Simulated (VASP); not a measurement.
# BeS (I4_1md) in VASP: notebook

Runs on BeS. Level: PBE. Tasks: single point, relaxation of cell and atoms.

All numbers are computed with VASP 6.6.1; they aren't measurements. Logs are shortened: lines on timing, memory, paths and dates and some standing lists are left out, and cuts for length are marked.

## 1. The cell of the first run

Symmetry: I4_1md, No. 109, tetragonal system. Conventional cell: a = 3.550 Å, b = 3.550 Å, c = 11.903 Å, α = 90.00°, β = 90.00°, γ = 90.00°. Be (site symmetry 2mm) has 3 S at 2.02 Å within 2.7 Å. Within 2.7 Å of S (site symmetry 2mm) lie 3 Be at 2.02 Å.

The cell was generated, and may not be a known phase.

## 2. Single point, PBE

File INCAR:

```
SYSTEM = BeS
PREC = Accurate
ENCUT = 520
EDIFF = 1E-6
ISMEAR = 0
SIGMA = 0.02
LREAL = .FALSE.
LASPH = .TRUE.
NELM = 100
ALGO = Normal
ISIF = 2
LWAVE = .FALSE.
LCHARG = .FALSE.
GGA = PE
NBANDS = 16
```

File KPOINTS:

```
regular mesh
0
G
  12 12 12
  0 0 0
```

File POSCAR:

```
BeS
1.0
   -1.7752046627      1.7752046627      5.9515026566
    1.7752046627     -1.7752046627      5.9515026566
    1.7752046627      1.7752046627     -5.9515026566
Be S
2 2
Direct
    0.1954633402      0.1954633402      0.0000000000
    0.9454633402      0.4454633402      0.5000000000
    0.3650816498      0.3650816498      0.0000000000
    0.1150816498      0.6150816498      0.5000000000
```

Potentials or basis: VASP PAW PBE potentials, release 64 (Be, S).

Command:

```sh
cat potpaw_PBE.64/Be/POTCAR potpaw_PBE.64/S/POTCAR > POTCAR
mpirun -np 1 vasp_std > vasp.out
```

OUTCAR:

```text
SYSTEM = BeS
   PREC = Accurate
   ENCUT = 520
   EDIFF = 1E-6
   ISMEAR = 0
   LREAL = .FALSE.
   LASPH = .TRUE.
   NELM = 100
   ISIF = 2
   GGA = PE

 ion  position               nearest neighbor table
   1  0.195  0.195  0.000-   4 2.02   4 2.02   3 2.02
   2  0.945  0.445  0.500-   3 2.02   3 2.02   4 2.02
   3  0.365  0.365  0.000-   2 2.02   2 2.02   1 2.02
   4  0.115  0.615  0.500-   1 2.02   1 2.02   2 2.02

  LATTYP: Found a body centered tetragonal cell.
 ALAT       =     3.5504093254
 C/A-ratio  =     3.3525726817

  Lattice vectors:

 A1 = (  -1.7752046627,   1.7752046627,   5.9515026566)
 A2 = (   1.7752046627,  -1.7752046627,   5.9515026566)
 A3 = (   1.7752046627,   1.7752046627,  -5.9515026566)

Analysis of symmetry for initial positions (statically):
=====================================================================
 Subroutine PRICEL returns:
 Original cell was already a primitive cell.

 Routine SETGRP: Setting up the symmetry group for a
 body centered tetragonal supercell.

 Subroutine GETGRP returns: Found  8 space group operations
 (whereof  4 operations were pure point group operations)
 out of a pool of 16 trial point group operations.

The static configuration has the point symmetry C_2v.
 The point group associated with its full space group is C_4v.

Analysis of symmetry for dynamics (positions and initial velocities):
=====================================================================
 Subroutine PRICEL returns:
 Original cell was already a primitive cell.

 Routine SETGRP: Setting up the symmetry group for a
 body centered tetragonal supercell.

 Subroutine GETGRP returns: Found  8 space group operations
 (whereof  4 operations were pure point group operations)
 out of a pool of 16 trial point group operations.

The dynamic configuration has the point symmetry C_2v.
 The point group associated with its full space group is C_4v.

 Subroutine INISYM returns: Found  8 space group operations
 (whereof  4 operations are pure point group operations),
 and found     1 'primitive' translations

----------------------------------------------------------------------------------------

                                     Primitive cell

  volume of cell :      75.0211

  direct lattice vectors                    reciprocal lattice vectors
    -1.775204663  1.775204663  5.951502657     0.000000000  0.281657665  0.084012396
     1.775204663 -1.775204663  5.951502657     0.281657665  0.000000000  0.084012396
     1.775204663  1.775204663 -5.951502657     0.281657665  0.281657665  0.000000000

  length of vectors
     6.459341070  6.459341070  6.459341070     0.293920266  0.293920266  0.398324090

  position of ions in fractional coordinates (direct lattice)
     0.195463340  0.195463340  0.000000000
     0.945463340  0.445463340  0.500000000
     0.365081650  0.365081650  0.000000000
     0.115081650  0.615081650  0.500000000

  ion indices of the primitive-cell ions
   primitive index   ion index
                 1           1
                 2           2
                 3           3
                 4           4

----------------------------------------------------------------------------------------

 KPOINTS: regular mesh

Automatic generation of k-mesh.
 Grid dimensions read from file:
 generate k-points for:   12   12   12

 Generating k-lattice:

  Cartesian coordinates                     Fractional coordinates (reciprocal lattice)
     0.000000000  0.023471472  0.007001033     0.083333333  0.000000000  0.000000000
     0.023471472  0.000000000  0.007001033     0.000000000  0.083333333  0.000000000
     0.023471472  0.023471472  0.000000000     0.000000000  0.000000000  0.083333333

  Length of vectors
     0.024493356  0.024493356  0.033193674

  Shift w.r.t. Gamma in fractional coordinates (k-lattice)
     0.000000000  0.000000000  0.000000000

 Subroutine IBZKPT returns following result:
 ===========================================

 Found    163 irreducible k-points:

 Following reciprocal coordinates:
            Coordinates               Weight
  0.000000  0.000000  0.000000      1.000000
  0.083333  0.000000 -0.000000      8.000000
  0.166667  0.000000  0.000000      8.000000
  0.250000  0.000000  0.000000      8.000000
  0.333333  0.000000 -0.000000      8.000000
  0.416667  0.000000 -0.000000      8.000000
[... 16 lines left out ...]
  0.500000  0.166667 -0.000000     16.000000
 -0.416667  0.166667  0.000000     16.000000
 [... further k-points ...]
   k-points           NKPTS =    163   k-points in BZ     NKDIM =    163   number of bands    NBANDS=     16
   number of dos      NEDOS =    301   number of ions     NIONS =      4
   total plane-waves  NPLWV = 110592
   dimension x,y,z NGX =    48 NGY =   48 NGZ =   48
   dimension x,y,z NGXF=    96 NGYF=   96 NGZF=   96
   ions per type =               2   2
   NGX,Y,Z   is equivalent  to a cutoff of  12.35, 12.35, 12.35 a.u.
   NGXF,Y,Z  is equivalent  to a cutoff of  24.71, 24.71, 24.71 a.u.
 SYSTEM =  BeS
   PREC   = accura    normal or accurate (medium, high low for compatibility)
   ISTART =      0    job   : 0-new  1-cont  2-samecut
   ICHARG =      2    charge: 1-file 2-atom 10-const
   ISPIN  =      1    spin polarized calculation?
   LNONCOLLINEAR =      F non collinear calculations
   LSORBIT =      F    spin-orbit coupling
   LASPH  =      T    aspherical Exc in radial PAW
   ENCUT  =  520.0 eV  38.22 Ry    6.18 a.u.  12.01 12.01 12.01*2*pi/ulx,y,z
   NELM   =    100;   NELMIN=  2; NELMDL= -5     # of ELM steps
   EDIFF  = 0.1E-05   stopping-criterion for ELM
   LREAL  =      F    real-space projection
   EDIFFG = 0.1E-04   stopping-criterion for IOM
   NSW    =      0    number of steps for IOM
   IBRION =     -1    ionic relax: 0-MD 1-quasi-New 2-CG
   NFREE  =      0    steps in history (QN), initial steepest desc. (CG)
   ISIF   =      2    stress and relaxation
   ISYM   =      2    0-nonsym 1-usesym 2-fastsym
   POTIM  = 0.5000    time-step for ionic-motion
   TEBEG  =    0.0;   TEEND  =   0.0 temperature during run
   PSTRESS=    0.0 pullay stress
   NELECT =      16.0000    total number of electrons
   NUPDOWN=      -1.0000    fix difference up-down
   EMIN   =  10.00;   EMAX   =-10.00  energy-range for DOS
   EFERMI =   0.00;   METHOD = LEGACY
   ISMEAR =     0;   SIGMA  =   0.02  broadening in eV -4-tet -1-fermi 0-gaus
   EFERMI_NEDOS =   21; number of points for ismear=-14 and -15
   IALGO  =     38    algorithm
   IMIX   =      4    mixing-type and parameters
     AMIX     =   0.40;   BMIX     =  1.00
     AMIX_MAG =   1.60;   BMIX_MAG =  1.00
  volume/ion in A,a.u.               =      18.76       126.57
  Fermi-wavevector in a.u.,A,eV,Ry     =   0.978108  1.848357 13.016640  0.956696
  Thomas-Fermi vector in A             =   2.108858
   LORBIT       =      0    0 simple, 1 ext, 2 COOP (PROOUT), +10 PAW based schemes
   GGA     = PE    functional components
   LHFCALC =     F    Hartree Fock is set to
   AEXX    =    0.0000 exact exchange contribution
   IVDW    =     0    specifies the selected vdW correction
   LEPSILON=     F    determine dielectric tensor
   LRPA    =     F    only Hartree local field effects (RPA)
 non-spin polarized calculation
 Gauss-broadening in eV      SIGMA  =   0.02
  energy-cutoff  :      520.00
  volume of cell :       75.02
 maximum number of plane-waves:      2048
   NGX = 23   NGY = 23   NGZ = 23

 number of electron      16.0000000 magnetization

 Free energy of the ion-electron system (eV)
  ---------------------------------------------------
  ext. energy  EPLUGINS =         0.00000000
  ---------------------------------------------------
  free energy    TOTEN  =       -18.65418357 eV

  energy without entropy =      -18.65418357  energy(sigma->0) =      -18.65418357

 E-fermi :   2.5621     XC(G=0):  -8.3907

 val. band max:        2.4234903936   @ k =  -0.2500   0.2500   0.2500
 cond. band min:       4.1858085444   @ k =   0.5000   0.5000   0.0000
 fundamental gap:      1.7623181507
 Fermi energy:         2.5621054902

 k-point     1 :       0.0000    0.0000    0.0000
  band No.  band energies     occupation
      1     -10.9134      2.00000
      2      -9.8371      2.00000
      3      -3.3006      2.00000
      4      -0.3686      2.00000
      5      -0.3686      2.00000
      6       0.9042      2.00000
[... 8 lines left out ...]
     15      10.0473      0.00000
     16      10.8216      0.00000

 k-point     2 :       0.0833    0.0000   -0.0000
  band No.  band energies     occupation
      1     -10.8767      2.00000
      2      -9.8253      2.00000
      3      -3.2471      2.00000
      4      -0.6154      2.00000
      5      -0.3563      2.00000
      6       0.8094      2.00000
[... 8 lines left out ...]
     15      10.1610      0.00000
     16      10.7468      0.00000

 k-point     3 :       0.1667    0.0000    0.0000
  band No.  band energies     occupation
      1     -10.7718      2.00000
      2      -9.7943      2.00000
      3      -3.0962      2.00000
      4      -1.1961      2.00000
      5      -0.3218      2.00000
      6       0.4411      2.00000
[... 8 lines left out ...]
     15      10.5381      0.00000
     16      10.9835      0.00000

 k-point     4 :       0.2500    0.0000    0.0000
  band No.  band energies     occupation
      1     -10.6152      2.00000
      2      -9.7562      2.00000
      3      -2.8881      2.00000
      4      -1.8450      2.00000
      5      -0.2725      2.00000
      6      -0.0952      2.00000
[... 8 lines left out ...]
     15      10.7311      0.00000
     16      10.9832      0.00000

 k-point     5 :       0.3333    0.0000   -0.0000
  band No.  band energies     occupation
      1     -10.4365      2.00000
      2      -9.7282      2.00000
      3      -2.7819      2.00000
      4      -2.2878      2.00000
      5      -0.5264      2.00000
      6      -0.2206      2.00000
[... 8 lines left out ...]
     15      10.8221      0.00000
     16      10.9009      0.00000

 k-point     6 :       0.4167    0.0000   -0.0000
  band No.  band energies     occupation
      1     -10.2831      2.00000
      2      -9.7217      2.00000
      3      -2.9965      2.00000
      4      -2.2891      2.00000
      5      -0.7081      2.00000
      6      -0.1809      2.00000
[... 8 lines left out ...]
     15      10.8215      0.00000
     16      11.5803      0.00000
[... 267 lines left out ...]
 k-point    21 :       0.3333    0.1667   -0.0000
  band No.  band energies     occupation
      1     -10.2690      2.00000
      2      -9.7271      2.00000
      3      -2.5918      2.00000
      4      -2.1289      2.00000
      5      -0.9903      2.00000
      6      -0.3845      2.00000
[... 8 lines left out ...]
     15      11.1002      0.00000
     16      11.4250      0.00000

 k-point    22 :       0.4167    0.1667   -0.0000
  band No.  band energies     occupation
      1     -10.1320      2.00000
      2      -9.6995      2.00000
      3      -2.8797      2.00000
      4      -2.0805      2.00000
      5      -0.9512      2.00000
      6      -0.5503      2.00000
[... 8 lines left out ...]
     15      11.3204      0.00000
     16      12.2297      0.00000

 k-point    23 :       0.5000    0.1667   -0.0000
  band No.  band energies     occupation
      1     -10.1030      2.00000
      2      -9.6602      2.00000
      3      -2.9986      2.00000
      4      -2.0865      2.00000
      5      -0.9387      2.00000
      6      -0.6741      2.00000
[... 8 lines left out ...]
     15      11.1575      0.00000
     16      12.1449      0.00000

 k-point    24 :      -0.4167    0.1667    0.0000
  band No.  band energies     occupation
      1     -10.1930      2.00000
      2      -9.6221      2.00000
      3      -2.8852      2.00000
      4      -2.1803      2.00000
      5      -0.9165      2.00000
      6      -0.7249      2.00000
[... 8 lines left out ...]
     15      10.7112      0.00000
     16      11.9791      0.00000

 [... further k-points ...]

------------------------ aborting loop because EDIFF is reached ----------------------------------------

  FORCE on cell =-STRESS in cart. coord.  units (eV):
  Direction    XX          YY          ZZ          XY          YZ          ZX
  --------------------------------------------------------------------------------------
  -------------------------------------------------------------------------------------
  Total        0.0046833      0.0046833     -0.0145623      0.0000000      0.0000000      0.0000000
  in kB        0.1000191      0.1000191     -0.3109984      0.0000000      0.0000000      0.0000000
  external PRESSURE =      -0.0369868 kB  Pullay stress =       0.0000000 kB

 VOLUME and BASIS-vectors are now :
 -----------------------------------------------------------------------------
  energy-cutoff  :      520.00
  volume of cell :       75.02
      direct lattice vectors                 reciprocal lattice vectors
    -1.775204663  1.775204663  5.951502657     0.000000000  0.281657665  0.084012396
     1.775204663 -1.775204663  5.951502657     0.281657665  0.000000000  0.084012396
     1.775204663  1.775204663 -5.951502657     0.281657665  0.281657665  0.000000000

 POSITION                                       TOTAL-FORCE (eV/Angst)
 -----------------------------------------------------------------------------------
      0.00000      0.00000      2.32660         0.000000      0.000000      0.009230
      0.00000      1.77520      5.30235        -0.000000     -0.000000      0.009230
      0.00000      0.00000      4.34557         0.000000     -0.000000     -0.009230
      1.77520     -0.00000      1.36982        -0.000000      0.000000     -0.009230
 -----------------------------------------------------------------------------------
    total drift:                               -0.000000     -0.000000     -0.000221

  FREE ENERGIE OF THE ION-ELECTRON SYSTEM (eV)
  ---------------------------------------------------
  free  energy   TOTEN  =       -18.6541835666 eV

  energy  without entropy=      -18.6541835666  energy(sigma->0) =      -18.65418357
```

Wall time 7.3 min (1 thread of Intel Xeon Platinum 8259CL at 2.50GHz (Skylake/Cascade Lake), shared host); peak memory 0.4 GiB.

Results:

```
Free energy            : -18.6542 eV
Pressure               : 0.0 GPa
Largest force          : 0.009 eV/Å
Band gap on the k mesh : 1.76 eV (least direct gap 2.95 eV)
```

Forces in eV/Å, atoms in the order of the input:
```
Be   0.000  0.000  0.009
Be   0.000  0.000  0.009
S    0.000  0.000 -0.009
S    0.000  0.000 -0.009
```

(Part 1 of 2 ends here.)
